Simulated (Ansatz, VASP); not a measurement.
Two plane-wave programs on NaCl

POSCAR

```
NaCl
1.0
    0.0000000000      2.9893855709      2.5409777353
    2.9893855709      0.0000000000      2.5409777353
    2.9893855709      2.9893855709      0.0000000000
Na Cl
1 1
Direct
    0.0000000000      0.0000000000      0.0000000000
    0.5000000000      0.5000000000      0.5000000000
```

INCAR.step1

```
SYSTEM = NaCl
  PREC = Accurate
  ENCUT = 520
  ISMEAR = 0
  SIGMA = 0.05
  LREAL = .FALSE.
  LASPH = .TRUE.
  NELM = 60
  NBANDS = 14
  GGA = PE
  ALGO = Normal
  EDIFF = 1E-4
  LWAVE = .TRUE.
  LCHARG = .FALSE.
```

Contents of INCAR.step2:

```
SYSTEM = NaCl
  PREC = Accurate
  ENCUT = 520
  EDIFF = 1E-6
  ISMEAR = 0
  SIGMA = 0.05
  LREAL = .FALSE.
  LASPH = .TRUE.
  NELM = 60
  ALGO = Normal
  ISIF = 2
  LWAVE = .FALSE.
  LCHARG = .TRUE.
  METAGGA = R2SCAN
  LMIXTAU = .TRUE.
  LELF = .TRUE.
  LVHAR = .TRUE.
  NBANDS = 14
  ISTART = 1
```

File KPOINTS:

```
regular mesh
0
G
  8 8 8
  0 0 0
```

Input for Ansatz:

```yaml
crystal:
  lattice:
    - [0.0, 2.9893855709, 2.5409777353]
    - [2.9893855709, 0.0, 2.5409777353]
    - [2.9893855709, 2.9893855709, 0.0]
  atoms:
    - { symbol: Na, position: [0.0, 0.0, 0.0] }
    - { symbol: Cl, position: [0.5, 0.5, 0.5] }
basis:
  ecutwfc: 500
kpoints:
  mp_grid: { grid: [8, 8, 8] }
hamiltonian:
  xc: r2scan
scf:
  occupations: { method: gaussian, width: 0.05 }
output:
  forces: true
  stress: true
  eigenvalues: true
```

Alike in both runs: task single point; functional r2SCAN; k mesh 8 × 8 × 8; occupations gaussian, width 0.05 eV; no spin polarisation.

|  | VASP | Ansatz |
| --- | --- | --- |
| version | VASP 6.6.1 | Ansatz 0.2.0 |
| potentials or method | VASP PAW PBE potentials, release 64 (Na_pv, Cl), cutoff 520 eV | scalar-relativistic, plane waves, PAW |
| valence electrons in the cell | 14 | 16 |

```tsv
	VASP	Ansatz	Ansatz less VASP
gap on the k mesh at the Fermi level (eV)	5.81	5.79	-0.012
least direct gap on the mesh (eV)	5.81	5.79	-0.012
pressure (GPa)	0.9	1.2	+0.27
traceless stress, the component that is largest in VASP (GPa)	6.50	6.50	+0.007
```

VASP's potentials were made for PBE, not for r2SCAN. VASP's potentials hold 14 valence electrons a cell and Ansatz's 16, so a difference there can come from the potentials and not from the codes.
